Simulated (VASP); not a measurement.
# CsCl (Pm-3m) in VASP: a series of runs, part 2 of 2

VASP 6.6.1.

### Step 3. Electric field gradients, PBEsol (33.64 Å³/atom)

This run uses another cell than the first one, of 33.64 Å³/atom.

File INCAR:

```
PREC = Accurate
ENCUT = 400
EDIFF = 1E-8
ISMEAR = -1
SIGMA = 0.03
LREAL = False
LASPH = True
NELM = 120
ALGO = Normal
ISIF = 2
LWAVE = False
LCHARG = False
GGA = PS
LEFG = True
NBANDS = 15
GGA_COMPAT = False
```

File KPOINTS:

```
Automatic mesh
0
Gamma
  6 6 6
```

File POSCAR:

```
CsCl
1.0
    4.0672769530      0.0000000000      0.0000000000
    0.0000000000      4.0672769530      0.0000000000
    0.0000000000      0.0000000000      4.0672769530
Cs Cl
1 1
Direct
    0.0000000000      0.0000000000      0.0000000000
    0.5000000000      0.5000000000      0.5000000000
```

Potentials or basis: VASP PAW PBE potentials, release 64 (Cs_sv, Cl).

Run with:

```console
cat potpaw_PBE.64/Cs_sv/POTCAR potpaw_PBE.64/Cl/POTCAR > POTCAR
mpirun -np 1 vasp_std > vasp.out
```

OUTCAR:

```text
PREC = Accurate
   ENCUT = 400
   EDIFF = 1E-8
   ISMEAR = -1
   LREAL = False
   LASPH = True
   NELM = 120
   ISIF = 2
   GGA = PS

 ion  position               nearest neighbor table
   1  0.000  0.000  0.000-
   2  0.500  0.500  0.500-

  LATTYP: Found a simple cubic cell.
 ALAT       =     4.0672769530

  Lattice vectors:

 A1 = (   4.0672769530,   0.0000000000,   0.0000000000)
 A2 = (   0.0000000000,   4.0672769530,   0.0000000000)
 A3 = (   0.0000000000,   0.0000000000,   4.0672769530)

Analysis of symmetry for initial positions (statically):
=====================================================================
 Subroutine PRICEL returns:
 Original cell was already a primitive cell.

 Routine SETGRP: Setting up the symmetry group for a
 simple cubic supercell.

 Subroutine GETGRP returns: Found 48 space group operations
 (whereof 48 operations were pure point group operations)
 out of a pool of 48 trial point group operations.

The static configuration has the point symmetry O_h .

Analysis of symmetry for dynamics (positions and initial velocities):
=====================================================================
 Subroutine PRICEL returns:
 Original cell was already a primitive cell.

 Routine SETGRP: Setting up the symmetry group for a
 simple cubic supercell.

 Subroutine GETGRP returns: Found 48 space group operations
 (whereof 48 operations were pure point group operations)
 out of a pool of 48 trial point group operations.

The dynamic configuration has the point symmetry O_h .

 Subroutine INISYM returns: Found 48 space group operations
 (whereof 48 operations are pure point group operations),
 and found     1 'primitive' translations

----------------------------------------------------------------------------------------

                                     Primitive cell

  volume of cell :      67.2839

  direct lattice vectors                    reciprocal lattice vectors
     4.067276953  0.000000000  0.000000000     0.245864742  0.000000000  0.000000000
     0.000000000  4.067276953  0.000000000     0.000000000  0.245864742  0.000000000
     0.000000000  0.000000000  4.067276953     0.000000000  0.000000000  0.245864742

  length of vectors
     4.067276953  4.067276953  4.067276953     0.245864742  0.245864742  0.245864742

  position of ions in fractional coordinates (direct lattice)
     0.000000000  0.000000000  0.000000000
     0.500000000  0.500000000  0.500000000

  ion indices of the primitive-cell ions
   primitive index   ion index
                 1           1
                 2           2

----------------------------------------------------------------------------------------

 KPOINTS: Automatic mesh

Automatic generation of k-mesh.
 Grid dimensions read from file:
 generate k-points for:    6    6    6

[... 73 lines left out ...]
   ISMEAR =    -1;   SIGMA  =   0.03  broadening in eV -4-tet -1-fermi 0-gaus
   EFERMI_NEDOS =   21; number of points for ismear=-14 and -15
   IALGO  =     38    algorithm
   IMIX   =      4    mixing-type and parameters
     AMIX     =   0.40;   BMIX     =  1.00
     AMIX_MAG =   1.60;   BMIX_MAG =  1.00
  volume/ion in A,a.u.               =      33.64       227.03
  Fermi-wavevector in a.u.,A,eV,Ry     =   1.014249  1.916652 13.996316  1.028700
  Thomas-Fermi vector in A             =   2.147465
   LORBIT       =      0    0 simple, 1 ext, 2 COOP (PROOUT), +10 PAW based schemes
   GGA     = PS    functional components
   LHFCALC =     F    Hartree Fock is set to
   AEXX    =    0.0000 exact exchange contribution
   IVDW    =     0    specifies the selected vdW correction
   LEPSILON=     F    determine dielectric tensor
   LRPA    =     F    only Hartree local field effects (RPA)
 non-spin polarized calculation
  energy-cutoff  :      400.00
  volume of cell :       67.28
 maximum number of plane-waves:      1233
 NGX is ok and might be reduce to    28
   NGX = 13   NGY = 13   NGZ = 13

 number of electron      16.0000002 magnetization

 Free energy of the ion-electron system (eV)
  ---------------------------------------------------
  ext. energy  EPLUGINS =         0.00000000
  ---------------------------------------------------
  free energy    TOTEN  =        -6.84619543 eV

  energy without entropy =       -6.84619543  energy(sigma->0) =       -6.84619543

 E-fermi :   0.4202     XC(G=0):  -8.6674

 val. band max:       -0.1893385550   @ k =   0.0000   0.0000   0.0000
 cond. band min:       5.0232814494   @ k =   0.0000   0.0000   0.0000
 fundamental gap:      5.2126200045
 Fermi energy:         0.4202210283

 k-point     1 :       0.0000    0.0000    0.0000
  band No.  band energies     occupation
      1     -19.5137      2.00000
      2     -12.4052      2.00000
      3      -5.9546      2.00000
      4      -5.9546      2.00000
      5      -5.9546      2.00000
      6      -0.1893      2.00000
      7      -0.1893      2.00000
      8      -0.1893      2.00000
      9       5.0233      0.00000
     10       5.0233      0.00000
     11       5.0415      0.00000
     12       9.9510      0.00000
     13       9.9510      0.00000
     14       9.9510      0.00000
[... 329 lines left out ...]
      2     -12.2188      2.00000
      3      -6.5505      2.00000
      4      -6.5505      2.00000
      5      -6.5505      2.00000
      6      -1.4337      2.00000
      7      -1.4337      2.00000
      8      -1.4337      2.00000
      9       8.4018      0.00000
     10       8.4018      0.00000
     11       8.4018      0.00000
     12      10.4128      0.00000
     13      10.4128      0.00000
     14      10.4128      0.00000
     15      12.6204      0.00000

------------------------ aborting loop because EDIFF is reached ----------------------------------------

  FORCE on cell =-STRESS in cart. coord.  units (eV):
  Direction    XX          YY          ZZ          XY          YZ          ZX
  --------------------------------------------------------------------------------------
  -------------------------------------------------------------------------------------
  Total        0.0283591      0.0283591      0.0283591     -0.0000000     -0.0000000     -0.0000000
  in kB        0.6752916      0.6752916      0.6752916     -0.0000000     -0.0000000     -0.0000000
  external PRESSURE =       0.6752916 kB  Pullay stress =       0.0000000 kB

 VOLUME and BASIS-vectors are now :
 -----------------------------------------------------------------------------
  energy-cutoff  :      400.00
  volume of cell :       67.28
      direct lattice vectors                 reciprocal lattice vectors
     4.067276953  0.000000000  0.000000000     0.245864742  0.000000000  0.000000000
     0.000000000  4.067276953  0.000000000     0.000000000  0.245864742  0.000000000
     0.000000000  0.000000000  4.067276953     0.000000000  0.000000000  0.245864742

 POSITION                                       TOTAL-FORCE (eV/Angst)
 -----------------------------------------------------------------------------------
      0.00000      0.00000      0.00000         0.000000      0.000000      0.000000
      2.03364      2.03364      2.03364         0.000000      0.000000      0.000000
 -----------------------------------------------------------------------------------
    total drift:                                0.000000      0.000000      0.000000

  FREE ENERGIE OF THE ION-ELECTRON SYSTEM (eV)
  ---------------------------------------------------
  free  energy   TOTEN  =        -6.8461954294 eV

  energy  without entropy=       -6.8461954294  energy(sigma->0) =       -6.84619543

 Electric field gradients (V/A^2)
---------------------------------------------------------------------
 ion       V_xx      V_yy      V_zz      V_xy      V_xz      V_yz
---------------------------------------------------------------------
   1      -0.000    -0.000    -0.000     0.000     0.000    -0.000
   2       0.000     0.000    -0.000    -0.000    -0.000     0.000
---------------------------------------------------------------------

 Electric field gradients after diagonalization (V/A^2)
 (convention: |V_zz| > |V_xx| > |V_yy|)
----------------------------------------------------------------------
 ion       V_xx      V_yy      V_zz     asymmetry (V_yy - V_xx)/ V_zz
----------------------------------------------------------------------
   1      -0.000    -0.000    -0.000      -0.022
   2       0.000    -0.000     0.000      -1.716
----------------------------------------------------------------------

           NMR quadrupolar parameters

 Cq : quadrupolar parameter    Cq=e*Q*V_zz/h
 eta: asymmetry parameters     (V_yy - V_xx)/ V_zz
 Q  : nuclear electric quadrupole moment in mb (millibarn)
----------------------------------------------------------------------
 ion       Cq(MHz)       eta       Q (mb)
----------------------------------------------------------------------
   1      -0.000      -0.022       1.000
   2       0.000      -1.716       1.000
----------------------------------------------------------------------
```

OSZICAR:

```text
N       E                     dE             d eps       ncg     rms          rms(c)
DAV:   1     0.778504278823E+02    0.77850E+02   -0.59218E+03   600   0.756E+02
DAV:   2    -0.191354847217E+01   -0.79764E+02   -0.73363E+02   861   0.147E+02
DAV:   3    -0.715243753715E+01   -0.52389E+01   -0.52221E+01   782   0.420E+01
DAV:   4    -0.719533891366E+01   -0.42901E-01   -0.42897E-01   719   0.469E+00
DAV:   5    -0.719584253681E+01   -0.50362E-03   -0.50362E-03   824   0.499E-01    0.213E+00
DAV:   6    -0.688695332761E+01    0.30889E+00   -0.33095E-01   747   0.344E+00    0.142E+00
DAV:   7    -0.684765863216E+01    0.39295E-01   -0.11528E-01   768   0.187E+00    0.916E-01
DAV:   8    -0.684634474178E+01    0.13139E-02   -0.15120E-02   705   0.739E-01    0.161E-01
DAV:   9    -0.684609025668E+01    0.25449E-03   -0.18185E-03   761   0.241E-01    0.829E-02
DAV:  10    -0.684618879629E+01   -0.98540E-04   -0.22522E-04   705   0.103E-01    0.129E-02
DAV:  11    -0.684619630650E+01   -0.75102E-05   -0.22129E-05   726   0.294E-02    0.116E-02
DAV:  12    -0.684619550318E+01    0.80332E-06   -0.69536E-06   740   0.155E-02    0.327E-03
DAV:  13    -0.684619544374E+01    0.59442E-07   -0.30259E-07   705   0.335E-03    0.179E-03
DAV:  14    -0.684619543661E+01    0.71329E-08   -0.11259E-07   796   0.186E-03    0.114E-04
DAV:  15    -0.684619542943E+01    0.71732E-08   -0.28904E-09   391   0.362E-04
   1 F= -.68461954E+01 E0= -.68461954E+01  d E =-.483826E-10
```

stdout:

```text
POSCAR found type information on POSCAR CsCl
 POSCAR found :  2 types and       2 ions
 scaLAPACK will be used
 -----------------------------------------------------------------------------
|                                                                             |
|                                                                             |
|     You enforced a specific xc type in the INCAR file but a different       |
|     I HOPE YOU KNOW WHAT YOU ARE DOING!                                     |
|                                                                             |
 -----------------------------------------------------------------------------

 LDA part: xc-table for (Slater+PW92), standard interpolation
 POSCAR, INCAR and KPOINTS ok, starting setup
 FFT: planning ... GRIDC
 FFT: planning ... GRID_SOFT
 FFT: planning ... GRID
 WAVECAR not read
 entering main loop
ion   1

ion   2
```

Wall time 18 s (1 thread of Intel Xeon Platinum 8259CL at 2.50GHz (Skylake/Cascade Lake), shared host); peak memory 0.15 GiB.

Results:

```
Free energy                             : -6.8462 eV
Pressure                                : 0.1 GPa
Band gap on the k mesh                  : 5.21 eV
Largest electric field gradient by atom : zero within the noise of the run
```

Levels at points of the mesh, in eV from the valence-band top:
| k point | band 5 | band 6 | band 7 | band 8 | band 9 | band 10 | band 11 | band 12 |
| --- | --- | --- | --- | --- | --- | --- | --- | --- |
| (0.00, 0.00, 0.00) | -5.77 | 0.00 | 0.00 | 0.00 | 5.21 | 5.21 | 5.23 | 10.14 |
| (0.50, 0.00, 0.00) | -5.59 | -1.30 | -0.29 | -0.29 | 6.32 | 7.69 | 8.96 | 9.08 |
| (0.50, 0.50, 0.00) | -5.49 | -0.44 | -0.44 | -0.08 | 5.84 | 5.91 | 7.94 | 7.94 |
| (0.50, 0.50, 0.50) | -6.36 | -1.24 | -1.24 | -1.24 | 8.59 | 8.59 | 8.59 | 10.60 |

Caveat: the PAW data sets were made with another functional, which shifts forces and pressure a little; spin-orbit coupling is left out, which moves the levels of the heavy elements. A k mesh can miss the band edges.
